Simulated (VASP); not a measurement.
# WC (Qusongite) (P-6m2) in VASP: density of states with PBEsol

Aim: the density of states of WC (Qusongite) with PBEsol.

Everything below comes from runs of VASP 6.6.1. Logs are shortened: lines on timing, memory, paths and dates and some standing lists are left out, and cuts for length are marked.

## Step 1: The cell of the first run

It takes space group P-6m2 (No. 187, hexagonal). Conventional cell: a = 2.907 Å, b = 2.907 Å, c = 2.837 Å, α = 90.00°, β = 90.00°, γ = 120.00°. Within 2.9 Å of W (site symmetry -6m2) lie 6 C at 2.20 Å and 2 W at 2.84 Å. Within 2.9 Å of C (site symmetry -6m2) lie 6 W at 2.20 Å and 2 C at 2.84 Å.

## Step 2: Density of states, PBEsol

POSCAR reads:

```
WC
1.0
    2.9065000000      0.0000000000      0.0000000000
   -1.4532500000      2.5171030000      0.0000000000
    0.0000000000      0.0000000000      2.8366000000
W C
1 1
Direct
    0.0000000000      0.0000000000      0.0000000000
    0.6666666667      0.3333333333      0.5000000000
```

INCAR.step1 reads:

```
SYSTEM = WC
ALGO     = Normal         ! electronic algorithm
EDIFF    = 1E-6           ! SCF threshold, eV
ENCUT    = 520            ! plane-wave cutoff, eV
GGA      = PS             ! functional
ISIF     = 2              ! what is computed and relaxed
ISMEAR   = -1             ! smearing method
LASPH    = .TRUE.         ! aspherical terms in the spheres
LCHARG   = .TRUE.         ! write CHGCAR
LMAXMIX  = 4              ! l up to which the mixer works
LREAL    = .FALSE.        ! projectors in reciprocal space
LWAVE    = .FALSE.        ! write WAVECAR
NBANDS   = 16             ! bands
NELM     = 100            ! most SCF steps
PREC     = Accurate       ! precision mode
SIGMA    = 0.1            ! smearing width, eV
```

KPOINTS.step1 reads:

```
k-points
0
G
  11 11 10
  0 0 0
```

INCAR.step2 reads:

```
SYSTEM = WC
ALGO     = Normal         ! electronic algorithm
EDIFF    = 1E-6           ! SCF threshold, eV
ENCUT    = 520            ! plane-wave cutoff, eV
GGA      = PS             ! functional
ICHARG   = 11             ! starting density
ISIF     = 2              ! what is computed and relaxed
ISMEAR   = -5             ! smearing method
LASPH    = .TRUE.         ! aspherical terms in the spheres
LCHARG   = .FALSE.        ! write CHGCAR
LMAXMIX  = 4              ! l up to which the mixer works
LORBIT   = 10             ! projections on sites
LREAL    = .FALSE.        ! projectors in reciprocal space
LWAVE    = .FALSE.        ! write WAVECAR
NBANDS   = 16             ! bands
NEDOS    = 1001           ! points of the DOS
NELM     = 100            ! most SCF steps
PREC     = Accurate       ! precision mode
SIGMA    = 0.1            ! smearing width, eV
```

KPOINTS.step2 reads:

```
k-points
0
G
  17 17 15
  0 0 0
```

Potentials or basis: VASP PAW PBE potentials, release 64 (W_sv, C).

Run with:

```sh
cat potpaw_PBE.64/W_sv/POTCAR potpaw_PBE.64/C/POTCAR > POTCAR
cp INCAR.step1 INCAR
cp KPOINTS.step1 KPOINTS
mpirun -np 1 vasp_std > vasp.out
cp INCAR.step2 INCAR
cp KPOINTS.step2 KPOINTS
mpirun -np 1 vasp_std > vasp.out
```

OUTCAR:

```text
SYSTEM = WC
   EDIFF = 1E-6
   ENCUT = 520
   GGA = PS
   ICHARG = 11
   ISIF = 2
   ISMEAR = -5
   LASPH = .TRUE.
   LORBIT = 10
   LREAL = .FALSE.
   NELM = 100
   PREC = Accurate

 ion  position               nearest neighbor table
   1  0.000  0.000  0.000-   2 2.20   2 2.20   2 2.20   2 2.20   2 2.20   2 2.20
   2  0.667  0.333  0.500-   1 2.20   1 2.20   1 2.20   1 2.20   1 2.20   1 2.20

  LATTYP: Found a hexagonal cell.
 ALAT       =     2.9065000000
 C/A-ratio  =     0.9759504559

  Lattice vectors:

 A1 = (   2.9065000000,   0.0000000000,   0.0000000000)
 A2 = (  -1.4532500000,   2.5171030000,   0.0000000000)
 A3 = (   0.0000000000,   0.0000000000,   2.8366000000)

Analysis of symmetry for initial positions (statically):
=====================================================================
 Subroutine PRICEL returns:
 Original cell was already a primitive cell.

 Routine SETGRP: Setting up the symmetry group for a
 hexagonal supercell.

 Subroutine GETGRP returns: Found 12 space group operations
 (whereof 12 operations were pure point group operations)
 out of a pool of 24 trial point group operations.

The static configuration has the point symmetry D_3h.

Analysis of symmetry for dynamics (positions and initial velocities):
=====================================================================
 Subroutine PRICEL returns:
 Original cell was already a primitive cell.

 Routine SETGRP: Setting up the symmetry group for a
 hexagonal supercell.

 Subroutine GETGRP returns: Found 12 space group operations
 (whereof 12 operations were pure point group operations)
 out of a pool of 24 trial point group operations.

The dynamic configuration has the point symmetry D_3h.

 Subroutine INISYM returns: Found 12 space group operations
 (whereof 12 operations are pure point group operations),
 and found     1 'primitive' translations

----------------------------------------------------------------------------------------

                                     Primitive cell

  volume of cell :      20.7525

  direct lattice vectors                    reciprocal lattice vectors
     2.906500000  0.000000000  0.000000000     0.344056425  0.198641057  0.000000000
    -1.453250000  2.517103000  0.000000000     0.000000000  0.397282114  0.000000000
     0.000000000  0.000000000  2.836600000     0.000000000  0.000000000  0.352534725

  length of vectors
     2.906500000  2.906500142  2.836600000     0.397282133  0.397282114  0.352534725

  position of ions in fractional coordinates (direct lattice)
     0.000000000  0.000000000  0.000000000
     0.666666667  0.333333333  0.500000000

  ion indices of the primitive-cell ions
   primitive index   ion index
                 1           1
                 2           2

----------------------------------------------------------------------------------------

 KPOINTS: k-points

Automatic generation of k-mesh.
 Grid dimensions read from file:
 generate k-points for:   17   17   15

 Generating k-lattice:

  Cartesian coordinates                     Fractional coordinates (reciprocal lattice)
     0.020238613  0.011684768  0.000000000     0.058823529  0.000000000  0.000000000
     0.000000000  0.023369536  0.000000000     0.000000000  0.058823529  0.000000000
     0.000000000  0.000000000  0.023502315     0.000000000  0.000000000  0.066666667

  Length of vectors
     0.023369537  0.023369536  0.023502315

  Shift w.r.t. Gamma in fractional coordinates (k-lattice)
     0.000000000  0.000000000  0.000000000

 TETIRR: Found   4318 inequivalent tetrahedra from    26010

 Subroutine IBZKPT returns following result:
 ===========================================

 Found    264 irreducible k-points:

 Following reciprocal coordinates:
            Coordinates               Weight
  0.000000  0.000000  0.000000      1.000000
  0.058824  0.000000  0.000000      6.000000
  0.117647  0.000000  0.000000      6.000000
  0.176471  0.000000  0.000000      6.000000
  0.235294  0.000000  0.000000      6.000000
  0.294118  0.000000  0.000000      6.000000
[... 16 lines left out ...]
  0.411765  0.117647  0.000000     12.000000
  0.176471  0.176471  0.000000      6.000000
 [... further k-points ...]
   k-points           NKPTS =    264   k-points in BZ     NKDIM =    264   number of bands    NBANDS=     16
   number of dos      NEDOS =   1001   number of ions     NIONS =      2
   total plane-waves  NPLWV =  13824
   dimension x,y,z NGX =    24 NGY =   24 NGZ =   24
   dimension x,y,z NGXF=    48 NGYF=   48 NGZF=   48
   ions per type =               1   1
   NGX,Y,Z   is equivalent  to a cutoff of  13.73, 13.73, 14.07 a.u.
   NGXF,Y,Z  is equivalent  to a cutoff of  27.46, 27.46, 28.13 a.u.
 SYSTEM =  WC
   PREC   = accura    normal or accurate (medium, high low for compatibility)
   ISTART =      0    job   : 0-new  1-cont  2-samecut
   ICHARG =     11    charge: 1-file 2-atom 10-const
   ISPIN  =      1    spin polarized calculation?
   LNONCOLLINEAR =      F non collinear calculations
   LSORBIT =      F    spin-orbit coupling
   LASPH  =      T    aspherical Exc in radial PAW
   ENCUT  =  520.0 eV  38.22 Ry    6.18 a.u.   5.40  5.40  5.27*2*pi/ulx,y,z
   NELM   =    100;   NELMIN=  2; NELMDL=  0     # of ELM steps
   EDIFF  = 0.1E-05   stopping-criterion for ELM
   LREAL  =      F    real-space projection
   EDIFFG = 0.1E-04   stopping-criterion for IOM
   NSW    =      0    number of steps for IOM
   IBRION =     -1    ionic relax: 0-MD 1-quasi-New 2-CG
   NFREE  =      0    steps in history (QN), initial steepest desc. (CG)
   ISIF   =      2    stress and relaxation
   ISYM   =      2    0-nonsym 1-usesym 2-fastsym
   POTIM  = 0.5000    time-step for ionic-motion
   TEBEG  =    0.0;   TEEND  =   0.0 temperature during run
   PSTRESS=    0.0 pullay stress
   NELECT =      18.0000    total number of electrons
   NUPDOWN=      -1.0000    fix difference up-down
   EMIN   =  10.00;   EMAX   =-10.00  energy-range for DOS
   EFERMI =   0.00;   METHOD = LEGACY
   ISMEAR =    -5;   SIGMA  =   0.10  broadening in eV -4-tet -1-fermi 0-gaus
   EFERMI_NEDOS =   21; number of points for ismear=-14 and -15
   IALGO  =     38    algorithm
   IMIX   =      4    mixing-type and parameters
     AMIX     =   0.40;   BMIX     =  1.00
     AMIX_MAG =   1.60;   BMIX_MAG =  1.00
  volume/ion in A,a.u.               =      10.38        70.02
  Fermi-wavevector in a.u.,A,eV,Ry     =   1.561262  2.950358 33.164743  2.437540
  Thomas-Fermi vector in A             =   2.664353
   LORBIT       =     10    0 simple, 1 ext, 2 COOP (PROOUT), +10 PAW based schemes
   GGA     = PS    functional components
   LHFCALC =     F    Hartree Fock is set to
   AEXX    =    0.0000 exact exchange contribution
   IVDW    =     0    specifies the selected vdW correction
   LEPSILON=     F    determine dielectric tensor
   LRPA    =     F    only Hartree local field effects (RPA)
 non-spin polarized calculation
 Fermi weights with tetrahedron method with Bloechl corrections
  energy-cutoff  :      520.00
  volume of cell :       20.75
 maximum number of plane-waves:       581
 NGX is ok and might be reduce to    24

 number of electron      18.0000000 magnetization

 Free energy of the ion-electron system (eV)
  ---------------------------------------------------
  ext. energy  EPLUGINS =         0.00000000
  ---------------------------------------------------
  free energy    TOTEN  =       -23.89944267 eV

  energy without entropy =      -23.89944267  energy(sigma->0) =      -23.89944267

 E-fermi :  10.8948     XC(G=0): -13.9279

 val. band max:       10.9724119422   @ k =   0.4706   0.0000   0.4000
 cond. band min:      10.9234845953   @ k =   0.0588   0.0588   0.3333
 fundamental gap:     -0.0489273469
 Fermi energy:        10.8947791525

 k-point     1 :       0.0000    0.0000    0.0000
  band No.  band energies     occupation
      1     -63.0033      2.00000
      2     -26.9914      2.00000
      3     -26.8858      2.00000
      4     -26.8858      2.00000
      5      -3.4964      2.00000
      6       6.6013      2.00000
[... 8 lines left out ...]
     15      25.2322      0.00000
     16      27.6342      0.00000

 k-point     2 :       0.0588    0.0000    0.0000
  band No.  band energies     occupation
      1     -63.0013      2.00000
      2     -26.9876      2.00000
      3     -26.9151      2.00000
      4     -26.8924      2.00000
      5      -3.4043      2.00000
      6       6.6351      2.00000
[... 8 lines left out ...]
     15      25.0239      0.00000
     16      27.8282      0.00000

 k-point     3 :       0.1176    0.0000    0.0000
  band No.  band energies     occupation
      1     -62.9956      2.00000
      2     -26.9983      2.00000
      3     -26.9768      2.00000
      4     -26.9113      2.00000
      5      -3.1362      2.00000
      6       6.5857      2.00000
[... 8 lines left out ...]
     15      24.6970      0.00000
     16      28.3840      0.00000

 k-point     4 :       0.1765    0.0000    0.0000
  band No.  band energies     occupation
      1     -62.9870      2.00000
      2     -27.1225      2.00000
      3     -26.9605      2.00000
      4     -26.9398      2.00000
      5      -2.7155      2.00000
      6       6.1505      2.00000
[... 8 lines left out ...]
     15      24.5601      0.00000
     16      29.2344      0.00000

 k-point     5 :       0.2353    0.0000    0.0000
  band No.  band energies     occupation
      1     -62.9767      2.00000
      2     -27.2692      2.00000
      3     -26.9739      2.00000
      4     -26.9407      2.00000
      5      -2.1793      2.00000
      6       5.5598      2.00000
[... 8 lines left out ...]
     15      24.7956      0.00000
     16      29.1895      0.00000

 k-point     6 :       0.2941    0.0000    0.0000
  band No.  band energies     occupation
      1     -62.9659      2.00000
      2     -27.4180      2.00000
      3     -27.0090      2.00000
      4     -26.9201      2.00000
      5      -1.5775      2.00000
      6       4.9872      2.00000
[... 8 lines left out ...]
     15      25.4577      0.00000
     16      28.3695      0.00000
[... 267 lines left out ...]
 k-point    21 :       0.2941    0.1176    0.0000
  band No.  band energies     occupation
      1     -62.9537      2.00000
      2     -27.5391      2.00000
      3     -27.0980      2.00000
      4     -26.8965      2.00000
      5      -0.7736      2.00000
      6       4.4940      2.00000
[... 8 lines left out ...]
     15      26.0497      0.00000
     16      27.3891      0.00000

 k-point    22 :       0.3529    0.1176    0.0000
  band No.  band energies     occupation
      1     -62.9469      2.00000
      2     -27.6213      2.00000
      3     -27.1290      2.00000
      4     -26.8834      2.00000
      5      -0.2692      2.00000
      6       4.1784      2.00000
[... 8 lines left out ...]
     15      25.2228      0.00000
     16      28.0273      0.00000

 k-point    23 :       0.4118    0.1176    0.0000
  band No.  band energies     occupation
      1     -62.9432      2.00000
      2     -27.6650      2.00000
      3     -27.1455      2.00000
      4     -26.8764      2.00000
      5       0.0325      2.00000
      6       4.0032      2.00000
[... 8 lines left out ...]
     15      24.4991      0.00000
     16      28.5964      0.00000

 k-point    24 :       0.1765    0.1765    0.0000
  band No.  band energies     occupation
      1     -62.9636      2.00000
      2     -27.4032      2.00000
      3     -27.0676      2.00000
      4     -26.9155      2.00000
      5      -1.4141      2.00000
      6       4.9927      2.00000
[... 8 lines left out ...]
     15      25.4788      0.00000
     16      28.4124      0.00000

 [... further k-points ...]
[... 5 lines left out ...]
  --------------------------------------------------------------------------------------
  -------------------------------------------------------------------------------------
  Total       -0.2855416     -0.2855417     -0.4006161      0.0000000      0.0000000     -0.0000000
  in kB      -22.0450242    -22.0450271    -30.9292626      0.0000000      0.0000000     -0.0000000
  external PRESSURE =     -25.0064380 kB  Pullay stress =       0.0000000 kB

 VOLUME and BASIS-vectors are now :
 -----------------------------------------------------------------------------
  energy-cutoff  :      520.00
  volume of cell :       20.75
      direct lattice vectors                 reciprocal lattice vectors
     2.906500000  0.000000000  0.000000000     0.344056425  0.198641057  0.000000000
    -1.453250000  2.517103000  0.000000000     0.000000000  0.397282114  0.000000000
     0.000000000  0.000000000  2.836600000     0.000000000  0.000000000  0.352534725

 POSITION                                       TOTAL-FORCE (eV/Angst)
 -----------------------------------------------------------------------------------
      0.00000      0.00000      0.00000        -0.000000      0.000000      0.000000
      1.45325      0.83903      1.41830         0.000000      0.000000      0.000000
 -----------------------------------------------------------------------------------
    total drift:                               -0.000003      0.000003      0.000000

  FREE ENERGIE OF THE ION-ELECTRON SYSTEM (eV)
  ---------------------------------------------------
  free  energy   TOTEN  =       -23.8994426712 eV

  energy  without entropy=      -23.8994426712  energy(sigma->0) =      -23.89944267

 total charge

# of ion       s       p       d       tot
------------------------------------------
    1        2.351   6.429   3.416  12.196
    2        0.848   1.564   0.000   2.412
--------------------------------------------------
tot          3.199   7.993   3.416  14.608
```

Run time: 23 s. Hardware: 1 thread of Intel Xeon 6975P-C (Granite Rapids), shared host; peak memory 0.2 GiB.

What came out:

* Valence electrons inside the program's atomic spheres: W 12.20; C 2.41

Caveat: the PAW data sets were made with another functional, which shifts forces and pressure a little; spin-orbit coupling is left out, which moves the levels of the heavy elements; tetrahedron occupations give inexact forces and stress in metals.
